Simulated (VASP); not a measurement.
Wanted: the native input for a VASP 6.6.1 run.

* Task: relaxation of cell and atoms
* Functional: PBE
* Potentials or basis: VASP PAW PBE potentials, release 64 (Ba_sv, Zr_sv)
* Cutoff: 600 eV
* k mesh: 10 × 10 × 10
* Occupations: gaussian, width 0.1 eV
* Spin: no spin polarisation
* Dipole correction: no
* Further INCAR settings: ALGO = Normal; EDIFF = 1e-06; IBRION = 2; EDIFFG = -0.01; NSW = 100; ISIF = 3

The structure of BaZr lies in POSCAR:

```
BaZr
1.0
    0.0000000000      3.9805758300      3.9805758300
    3.9805758300      0.0000000000      3.9805758300
    3.9805758300      3.9805758300      0.0000000000
Ba Zr
2 2
Direct
    0.5000000000      0.5000000000      0.5000000000
    0.7500000000      0.7500000000      0.7500000000
    0.0000000000      0.0000000000      0.0000000000
    0.2500000000      0.2500000000      0.2500000000
```

The cell was generated, and may not be a known phase.

The input as run:

INCAR

```
SYSTEM = BaZr
PREC = Accurate
ENCUT = 600
EDIFF = 1E-6
ISMEAR = 0
SIGMA = 0.1
LREAL = .False.
LASPH = .True.
NELM = 100
ALGO = Normal
ISIF = 3
LWAVE = .False.
LCHARG = .False.
GGA = PE
IBRION = 2
NSW = 100
EDIFFG = -0.01
```

KPOINTS

```
Automatic mesh
0
Gamma
  10 10 10
  0 0 0
```

Potentials or basis: VASP PAW PBE potentials, release 64 (Ba_sv, Zr_sv).

Run with:

```sh
$ cat potpaw_PBE.64/Ba_sv/POTCAR potpaw_PBE.64/Zr_sv/POTCAR > POTCAR
$ mpirun -np 1 vasp_std > vasp.out
```

Results of the run:

The relaxed volume is 34.02 Å³/atom. The relaxed cell is a = 5.773 Å, b = 5.773 Å, c = 5.773 Å, α = 60.00°, β = 60.00°, γ = 60.00° and the space group after relaxing (to 0.1 Å) is Fd-3m (No. 227). The energy gained by relaxing is 19.4 meV/atom. The ionic steps are 2, the pressure after relaxing is 0.0 GPa and the band gap on the k mesh is zero (bands 22 and 23 overlap by 0.29 eV).

Caveat: spin-orbit coupling is left out, which moves the levels of the heavy elements.

Run time: 5.3 min on 1 thread of Intel(R) Xeon(R) Platinum 8488C (Sapphire Rapids), with other jobs on the host, peak memory 0.44 GiB.
